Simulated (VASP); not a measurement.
# Tb (Im-3m) in VASP: a series of runs

The runs below take Tb through single point, with revPBE+D3(BJ).

All numbers are computed with VASP 6.6.1; they aren't measurements. Logs are shortened: lines on timing, memory, paths and dates and some standing lists are left out, and cuts for length are marked.

**1. The cell of the first run**

The structure is cubic, space group Im-3m (No. 229). Conventional cell: a = 4.020 Å, b = 4.020 Å, c = 4.020 Å, α = 90.00°, β = 90.00°, γ = 90.00°. Tb (site symmetry m-3m) has 14 Tb at 3.48 to 4.02 Å within 4.6 Å.

This isn't the form of Tb at room conditions, which is hcp.

**2. Single point, revPBE+D3(BJ), collinear spin, ferromagnetic start**

File INCAR:

```
SYSTEM = Tb
ALGO = Fast
EDIFF = 1E-6
ENCUT = 520
GGA = RE
ISIF = 2
ISMEAR = -5
ISPIN = 2
IVDW = 12
LASPH = .TRUE.
LCHARG = .FALSE.
LMAXMIX = 6
LORBIT = 11
LREAL = .FALSE.
LWAVE = .FALSE.
MAGMOM = 6
NBANDS = 14
NELM = 150
PREC = Accurate
SIGMA = 0.1
```

File KPOINTS:

```
k-points
0
G
  9 9 9
  0 0 0
```

File POSCAR:

```
Tb
1.0
   -2.0100000000      2.0100000000      2.0100000000
    2.0100000000     -2.0100000000      2.0100000000
    2.0100000000      2.0100000000     -2.0100000000
Tb
1
Direct
    0.0000000000      0.0000000000      0.0000000000
```

Potentials or basis: VASP PAW PBE potentials, release 64 (Tb_3), 4f in core.

On the command line:

```console
$ cat potpaw_PBE.64/Tb_3/POTCAR > POTCAR
$ mpirun -np 1 vasp_std > vasp.out
```

OUTCAR:

```text
SYSTEM = Tb
   EDIFF = 1E-6
   ENCUT = 520
   GGA = RE
   ISIF = 2
   ISMEAR = -5
   ISPIN = 2
   IVDW = 12
   LASPH = .TRUE.
   LORBIT = 11
   LREAL = .FALSE.
   NELM = 150
   PREC = Accurate
 IVDW          = 12

 ion  position               nearest neighbor table
   1  0.000  0.000  0.000-

  LATTYP: Found a body centered cubic cell.
 ALAT       =     4.0200000000

  Lattice vectors:

 A1 = (  -2.0100000000,   2.0100000000,   2.0100000000)
 A2 = (   2.0100000000,  -2.0100000000,   2.0100000000)
 A3 = (   2.0100000000,   2.0100000000,  -2.0100000000)

Analysis of symmetry for initial positions (statically):
=====================================================================
 Subroutine PRICEL returns:
 Original cell was already a primitive cell.

 Routine SETGRP: Setting up the symmetry group for a
 body centered cubic supercell.

 Subroutine GETGRP returns: Found 48 space group operations
 (whereof 48 operations were pure point group operations)
 out of a pool of 48 trial point group operations.

The static configuration has the point symmetry O_h .

Analysis of symmetry for dynamics (positions and initial velocities):
=====================================================================
 Subroutine PRICEL returns:
 Original cell was already a primitive cell.

 Routine SETGRP: Setting up the symmetry group for a
 body centered cubic supercell.

 Subroutine GETGRP returns: Found 48 space group operations
 (whereof 48 operations were pure point group operations)
 out of a pool of 48 trial point group operations.

The dynamic configuration has the point symmetry O_h .

Analysis of structural, dynamic, and magnetic symmetry:
=====================================================================
 Subroutine PRICEL returns:
 Original cell was already a primitive cell.

 Routine SETGRP: Setting up the symmetry group for a
 body centered cubic supercell.

 Subroutine GETGRP returns: Found 48 space group operations
 (whereof 48 operations were pure point group operations)
 out of a pool of 48 trial point group operations.

The overall configuration has the point symmetry O_h .

 Subroutine INISYM returns: Found 48 space group operations
 (whereof 48 operations are pure point group operations),
 and found     1 'primitive' translations

----------------------------------------------------------------------------------------

                                     Primitive cell

  volume of cell :      32.4824

  direct lattice vectors                    reciprocal lattice vectors
    -2.010000000  2.010000000  2.010000000     0.000000000  0.248756219  0.248756219
     2.010000000 -2.010000000  2.010000000     0.248756219  0.000000000  0.248756219
     2.010000000  2.010000000 -2.010000000     0.248756219  0.248756219  0.000000000

  length of vectors
     3.481422123  3.481422123  3.481422123     0.351794419  0.351794419  0.351794419

  position of ions in fractional coordinates (direct lattice)
     0.000000000  0.000000000  0.000000000

  ion indices of the primitive-cell ions
   primitive index   ion index
                 1           1

----------------------------------------------------------------------------------------

 KPOINTS: k-points

Automatic generation of k-mesh.
 Grid dimensions read from file:
 generate k-points for:    9    9    9

 Generating k-lattice:

  Cartesian coordinates                     Fractional coordinates (reciprocal lattice)
     0.000000000  0.027639580  0.027639580     0.111111111  0.000000000  0.000000000
     0.027639580  0.000000000  0.027639580     0.000000000  0.111111111  0.000000000
     0.027639580  0.027639580  0.000000000     0.000000000  0.000000000  0.111111111

  Length of vectors
     0.039088269  0.039088269  0.039088269

  Shift w.r.t. Gamma in fractional coordinates (k-lattice)
     0.000000000  0.000000000  0.000000000

 TETIRR: Found    774 inequivalent tetrahedra from     4374

 Subroutine IBZKPT returns following result:
 ===========================================

 Found     35 irreducible k-points:

 Following reciprocal coordinates:
            Coordinates               Weight
  0.000000  0.000000  0.000000      1.000000
  0.111111  0.000000  0.000000     12.000000
  0.222222  0.000000  0.000000     12.000000
  0.333333  0.000000  0.000000     12.000000
  0.444444  0.000000  0.000000     12.000000
  0.111111  0.111111  0.000000     24.000000
[... 16 lines left out ...]
 -0.333333  0.444444  0.111111     48.000000
 -0.444444 -0.444444  0.111111     24.000000
 [... further k-points ...]
   k-points           NKPTS =     35   k-points in BZ     NKDIM =     35   number of bands    NBANDS=     14
   number of dos      NEDOS =    301   number of ions     NIONS =      1
   total plane-waves  NPLWV =  21952
   dimension x,y,z NGX =    28 NGY =   28 NGZ =   28
   dimension x,y,z NGXF=    56 NGYF=   56 NGZF=   56
   ions per type =               1
[... 35 lines left out ...]
  Thomas-Fermi vector in A             =   2.202878
   LORBIT       =     11    0 simple, 1 ext, 2 COOP (PROOUT), +10 PAW based schemes
   GGA     = RE    functional components
   LHFCALC =     F    Hartree Fock is set to
   AEXX    =    0.0000 exact exchange contribution
   IVDW    =    12    specifies the selected vdW correction
   LEPSILON=     F    determine dielectric tensor
   LRPA    =     F    only Hartree local field effects (RPA)
 spin polarized calculation
 RMM-DIIS sequential band-by-band and
 Fermi weights with tetrahedron method with Bloechl corrections
  energy-cutoff  :      520.00
  volume of cell :       32.48
 maximum number of plane-waves:       903
 NGX is ok and might be reduce to    28
   NGX = 13   NGY = 13   NGZ = 13

 number of electron       8.9999999 magnetization       0.5375017

 Free energy of the ion-electron system (eV)
  ---------------------------------------------------
  ext. energy  EPLUGINS =         0.00000000
  ---------------------------------------------------
  free energy    TOTEN  =        -4.14014062 eV

  energy without entropy =       -4.14014062  energy(sigma->0) =       -4.14014062

 E-fermi :   3.4091     XC(G=0):  -9.6984

 val. band max:        3.4296706461   @ k =   0.2222   0.2222   0.2222
 cond. band min:       3.3283630704   @ k =   0.2222   0.1111   0.1111
 fundamental gap:     -0.1013075757
 Fermi energy:         3.4091278326

 spin component 1

 k-point     1 :       0.0000    0.0000    0.0000
  band No.  band energies     occupation
      1     -19.1230      1.00000
      2     -19.1230      1.00000
      3     -19.1230      1.00000
      4      -1.8709      1.00000
      5       4.8885      0.00000
      6       4.8885      0.00000
      7       4.8885      0.00000
      8       7.1413      0.00000
      9       7.1413      0.00000
     10      13.4905      0.00000
     11      13.4905      0.00000
     12      13.4905      0.00000
     13      14.0699      0.00000
     14      21.3281      0.00000
[... 375 lines left out ...]
 k-point    24 :      -0.4444   -0.4444    0.1111
  band No.  band energies     occupation
      1     -19.7491      1.00000
      2     -19.4543      1.00000
      3     -19.2344      1.00000
      4       1.7705      1.00000
      5       3.3206      0.95300
      6       3.6630     -0.00668
      7       6.0007      0.00000
      8       8.2297      0.00000
      9      10.2833      0.00000
     10      11.1699      0.00000
     11      13.5622      0.00000
     12      14.0706      0.00000
     13      14.7005      0.00000
     14      17.7702      0.00000

 [... further k-points ...]

 spin component 2

 k-point     1 :       0.0000    0.0000    0.0000
  band No.  band energies     occupation
      1     -18.9816      1.00000
      2     -18.9816      1.00000
      3     -18.9816      1.00000
      4      -1.4045      1.00000
      5       5.2977      0.00000
      6       5.2977      0.00000
      7       5.2977      0.00000
      8       7.3242      0.00000
      9       7.3242      0.00000
     10      13.9943      0.00000
     11      13.9943      0.00000
     12      13.9943      0.00000
     13      14.1906      0.00000
     14      21.6689      0.00000
[... 375 lines left out ...]
 k-point    24 :      -0.4444   -0.4444    0.1111
  band No.  band energies     occupation
      1     -19.5861      1.00000
      2     -19.3010      1.00000
      3     -19.0892      1.00000
      4       2.1740      1.00000
      5       3.6932      0.12351
      6       4.0818      0.00000
      7       6.3398      0.00000
      8       8.5433      0.00000
      9      10.5623      0.00000
     10      11.5068      0.00000
     11      13.9335      0.00000
     12      14.1916      0.00000
     13      15.1276      0.00000
     14      18.1834      0.00000

 [... further k-points ...]

------------------------ aborting loop because EDIFF is reached ----------------------------------------

 Edisp (eV)   -0.59705

 E8    (eV) :    -0.4593

  FORCE on cell =-STRESS in cart. coord.  units (eV):
  Direction    XX          YY          ZZ          XY          YZ          ZX
  --------------------------------------------------------------------------------------
  -------------------------------------------------------------------------------------
  Total      -0.38745    -0.38745    -0.38745     0.00000    -0.00000    -0.00000
  in kB     -19.11077   -19.11077   -19.11077     0.00000    -0.00000    -0.00000
  external pressure =      -19.11 kB  Pullay stress =        0.00 kB

 VOLUME and BASIS-vectors are now :
 -----------------------------------------------------------------------------
  energy-cutoff  :      520.00
  volume of cell :       32.48
      direct lattice vectors                 reciprocal lattice vectors
    -2.010000000  2.010000000  2.010000000     0.000000000  0.248756219  0.248756219
     2.010000000 -2.010000000  2.010000000     0.248756219  0.000000000  0.248756219
     2.010000000  2.010000000 -2.010000000     0.248756219  0.248756219  0.000000000

 POSITION                                       TOTAL-FORCE (eV/Angst)
 -----------------------------------------------------------------------------------
      0.00000      0.00000      0.00000         0.000000     -0.000000      0.000000
 -----------------------------------------------------------------------------------
    total drift:                               -0.000000     -0.000000     -0.000000

  FREE ENERGIE OF THE ION-ELECTRON SYSTEM (eV)
  ---------------------------------------------------
  free  energy   TOTEN  =        -4.7371893783 eV

  energy  without entropy=       -4.7371893783  energy(sigma->0) =       -4.73718938

 total charge

# of ion       s       p       d       tot
------------------------------------------
    1        0.390   6.292   1.097   7.779

 magnetization (x)

# of ion       s       p       d       tot
------------------------------------------
    1        0.003   0.083   0.291   0.377
```

Wall time 2 min (1 thread of Intel Xeon 8259CL, shared host); peak memory 0.2 GiB.

What came out:

| Quantity | Value |
| --- | --- |
| Free energy | -4.7372 eV |
| Pressure | -1.9 GPa |
| Net moment | 0.54 μB per cell |
| Site moments | Tb +0.38 μB |
| Valence electrons inside the program's atomic spheres | Tb 7.78 |
| Dispersion energy per atom | -0.597 eV |

Levels at points of the mesh, in eV from the Fermi level:
Spin up:
| k point | band 1 | band 2 | band 3 | band 4 | band 5 | band 6 | band 7 | band 8 | band 9 | band 10 |
| --- | --- | --- | --- | --- | --- | --- | --- | --- | --- | --- |
| (0.00, 0.00, 0.00) | -22.53 | -22.53 | -22.53 | -5.28 | 1.48 | 1.48 | 1.48 | 3.73 | 3.73 | 10.08 |
Spin down:
| k point | band 1 | band 2 | band 3 | band 4 | band 5 | band 6 | band 7 | band 8 | band 9 |
| --- | --- | --- | --- | --- | --- | --- | --- | --- | --- |
| (0.00, 0.00, 0.00) | -22.39 | -22.39 | -22.39 | -4.81 | 1.89 | 1.89 | 1.89 | 3.92 | 3.92 |

Caveat: the magnetic or orbital state may not be the lowest; an empty level that is flat over the whole mesh can mark a ghost state of the potentials, or a narrow d or f band; the PAW data sets were made with another functional, which shifts forces and pressure a little; spin-orbit coupling is left out, which moves the levels of the heavy elements; the 4f electrons are frozen in the core, so they carry no moment and show no levels; tetrahedron occupations give inexact forces and stress in metals.

**3. Single point, revPBE+D3(BJ), collinear spin, ferromagnetic start**

This run uses another cell than the first one, of 33.13 Å³/atom.

File INCAR:

```
  PREC = Accurate
  ENCUT = 520
  EDIFF = 1E-6
  ISMEAR = -5
  SIGMA = 0.1
  LREAL = False
  LASPH = True
  NELM = 150
  ALGO = Fast
  ISIF = 2
  LWAVE = False
  LCHARG = False
  ISPIN = 2
  MAGMOM = 6
  LORBIT = 11
  LMAXMIX = 6
  GGA = RE
  IVDW = 12
  NBANDS = 14
```

File KPOINTS:

```
regular mesh
0
Gamma
  9 9 9
```

File POSCAR:

```
Tb
1.0
   -2.0233116462      2.0233116462      2.0233116462
    2.0233116462     -2.0233116462      2.0233116462
    2.0233116462      2.0233116462     -2.0233116462
Tb
1
Direct
    0.0000000000      0.0000000000      0.0000000000
```

Potentials or basis: VASP PAW PBE potentials, release 64 (Tb_3), 4f in core.

On the command line:

```console
$ cat potpaw_PBE.64/Tb_3/POTCAR > POTCAR
$ mpirun -np 1 vasp_std > vasp.out
```

Run time: 2.3 min. Hardware: 1 thread of Intel Xeon 8259CL, shared host; peak memory 0.2 GiB.

The run converged. Its results:

| Item | Value |
| --- | --- |
| Free energy | -4.7294 eV |
| Pressure | -2.5 GPa |
| Net moment | 0.29 μB per cell |
| Site moments | Tb +0.20 μB |
| Valence electrons inside the program's atomic spheres | Tb 7.75 |
| Dispersion energy per atom | -0.585 eV |

Levels at points of the mesh, in eV from the Fermi level:
Spin up:
| k point | band 3 | band 4 | band 5 | band 6 | band 7 | band 8 |
| --- | --- | --- | --- | --- | --- | --- |
| (0.00, 0.00, 0.00) | -22.57 | -5.14 | 1.55 | 1.55 | 1.55 | 3.71 |
Spin down:
```csv
k point,band 1,band 2,band 3,band 4,band 5,band 6,band 7,band 8,band 9
"(0.00, 0.00, 0.00)",-22.49,-22.49,-22.49,-4.89,1.77,1.77,1.77,3.81,3.81
```

Caveat: the magnetic or orbital state may not be the lowest; an empty level that is flat over the whole mesh can mark a ghost state of the potentials, or a narrow d or f band; the PAW data sets were made with another functional, which shifts forces and pressure a little; spin-orbit coupling is left out, which moves the levels of the heavy elements; the 4f electrons are frozen in the core, so they carry no moment and show no levels; tetrahedron occupations give inexact forces and stress in metals.

**4. Single point, revPBE+D3(BJ), collinear spin, ferromagnetic start**

This run uses another cell than the first one, of 33.78 Å³/atom.

File INCAR:

```
SYSTEM = Tb
PREC     = Accurate       ! precision mode
ENCUT    = 520            ! plane-wave cutoff, eV
EDIFF    = 1E-6           ! SCF threshold, eV
ISMEAR   = -5             ! smearing method
SIGMA    = 0.1            ! smearing width, eV
LREAL    = .FALSE.        ! projectors in reciprocal space
LASPH    = .TRUE.         ! aspherical terms in the spheres
NELM     = 150            ! most SCF steps
ALGO     = Normal         ! electronic algorithm
ISIF     = 2              ! what is computed and relaxed
LWAVE    = .FALSE.        ! write WAVECAR
LCHARG   = .TRUE.         ! write CHGCAR
ISPIN    = 2              ! spin polarisation
MAGMOM   = 6              ! initial moments
LORBIT   = 11             ! projections on sites
LMAXMIX  = 6              ! l up to which the mixer works
GGA      = RE             ! functional
IVDW     = 12             ! dispersion correction
LELF     = .TRUE.         ! ELF
LVHAR    = .TRUE.       
NBANDS   = 14             ! bands
```

File KPOINTS:

```
Automatic mesh
0
G
  9 9 9
  0 0 0
```

File POSCAR:

```
Tb
1.0
   -2.0364504017      2.0364504017      2.0364504017
    2.0364504017     -2.0364504017      2.0364504017
    2.0364504017      2.0364504017     -2.0364504017
Tb
1
Direct
    0.0000000000      0.0000000000      0.0000000000
```

On the command line:

```console
$ cat potpaw_PBE.64/Tb_3/POTCAR > POTCAR
$ mpirun -np 1 vasp_std > vasp.out
```

Wall time 76 s (1 thread of Intel Xeon 8259CL, shared host); peak memory 0.2 GiB.

The run converged. Its results:

| Item | Value |
| --- | --- |
| Free energy | -4.7165 eV |
| Pressure | -3.1 GPa |
| Net moment | 0.55 μB per cell |
| Site moments | Tb +0.38 μB |
| Valence electrons inside the program's atomic spheres | Tb 7.72 |
| Dispersion energy per atom | -0.573 eV |

Levels at points of the mesh, in eV from the Fermi level:
Spin up:
```tsv
k point	band 2	band 3	band 4	band 5	band 6	band 7	band 8	band 9
(0.00, 0.00, 0.00)	-22.66	-22.66	-5.21	1.44	1.44	1.44	3.60	3.60
```
Spin down:
| k point | band 2 | band 3 | band 4 | band 5 | band 6 | band 7 |
| --- | --- | --- | --- | --- | --- | --- |
| (0.00, 0.00, 0.00) | -22.52 | -22.52 | -4.74 | 1.85 | 1.85 | 1.85 |

Caveat: the magnetic or orbital state may not be the lowest; the cell stands under tension; an empty level that is flat over the whole mesh can mark a ghost state of the potentials, or a narrow d or f band; the PAW data sets were made with another functional, which shifts forces and pressure a little; spin-orbit coupling is left out, which moves the levels of the heavy elements; the 4f electrons are frozen in the core, so they carry no moment and show no levels; tetrahedron occupations give inexact forces and stress in metals.

**5. Single point, revPBE+D3(BJ), collinear spin, ferromagnetic start**

This run uses another cell than the first one, of 34.43 Å³/atom.

File INCAR:

```
SYSTEM = Tb
PREC = Accurate ; ENCUT = 520
EDIFF = 1E-7 ; ISMEAR = -5
SIGMA = 0.1 ; LREAL = .False.
LASPH = .True. ; NELM = 150
ALGO = Normal ; ISIF = 2
LWAVE = .False. ; LCHARG = .False.
ISPIN = 2 ; MAGMOM = 6
LORBIT = 11 ; LMAXMIX = 6
GGA = RE ; IVDW = 12
NBANDS = 14
```

File KPOINTS:

```
regular mesh
0
Gamma
  9 9 9
  0 0 0
```

File POSCAR:

```
Tb
1.0
   -2.0494217731      2.0494217731      2.0494217731
    2.0494217731     -2.0494217731      2.0494217731
    2.0494217731      2.0494217731     -2.0494217731
Tb
1
Direct
    0.0000000000      0.0000000000      0.0000000000
```

On the command line:

```console
$ cat potpaw_PBE.64/Tb_3/POTCAR > POTCAR
$ mpirun -np 1 vasp_std > vasp.out
```

It took 53 s on 1 thread of Intel Xeon 8259CL, shared host; peak memory 0.2 GiB.

It converged, with:

```
Free energy                                           : -4.7028 eV
Pressure                                              : -3.6 GPa
Net moment                                            : 0.56 μB per cell
Site moments                                          : Tb +0.38 μB
Valence electrons inside the program's atomic spheres : Tb 7.69
Dispersion energy per atom                            : -0.561 eV
```

Levels at points of the mesh, in eV from the Fermi level:
Spin up:
```csv
k point,band 2,band 3,band 4,band 5,band 6,band 7,band 8,band 9
"(0.00, 0.00, 0.00)",-22.72,-22.72,-5.18,1.42,1.42,1.42,3.54,3.54
```
Spin down:
```
           k point  band 1  band 2  band 3  band 4  band 5  band 6  band 7  band 8
(0.00, 0.00, 0.00)  -22.58  -22.58  -22.58   -4.70    1.82    1.82    1.82    3.74
```

Caveat: the magnetic or orbital state may not be the lowest; the cell stands under tension; the PAW data sets were made with another functional, which shifts forces and pressure a little; spin-orbit coupling is left out, which moves the levels of the heavy elements; the 4f electrons are frozen in the core, so they carry no moment and show no levels; tetrahedron occupations give inexact forces and stress in metals. The state reached can hang on the start; a lower one may exist.

**6. Overview**

```tsv
cell	gap on the mesh (eV)	pressure (GPa)	moment (μB)
a = 3.481 Å, angles 109.5°, 1 atom	none	-1.9	0.54
a = 3.504 Å, angles 109.5°, 1 atom	none	-2.5	0.29
a = 3.527 Å, angles 109.5°, 1 atom	none	-3.1	0.55
a = 3.550 Å, angles 109.5°, 1 atom	none	-3.6	0.56
```

Alike in all rows: task single point; level revPBE+D3(BJ); potentials or basis VASP PAW PBE potentials, release 64 (Tb_3), 4f in core; spin collinear, ferromagnetic start; k mesh 9 × 9 × 9; cutoff (eV) 520; smearing tetrahedron.

Caveats: the magnetic or orbital state may not be the lowest; the PAW data sets were made with another functional, which shifts forces and pressure a little; spin-orbit coupling is left out, which moves the levels of the heavy elements; the 4f electrons are frozen in the core, so they carry no moment and show no levels; tetrahedron occupations give inexact forces and stress in metals; an empty level that is flat over the whole mesh can mark a ghost state of the potentials, or a narrow d or f band (at least some runs); the cell stands under tension (at least some runs).

Total energies depend on the potentials used, so only differences within one code and one set of settings carry meaning.
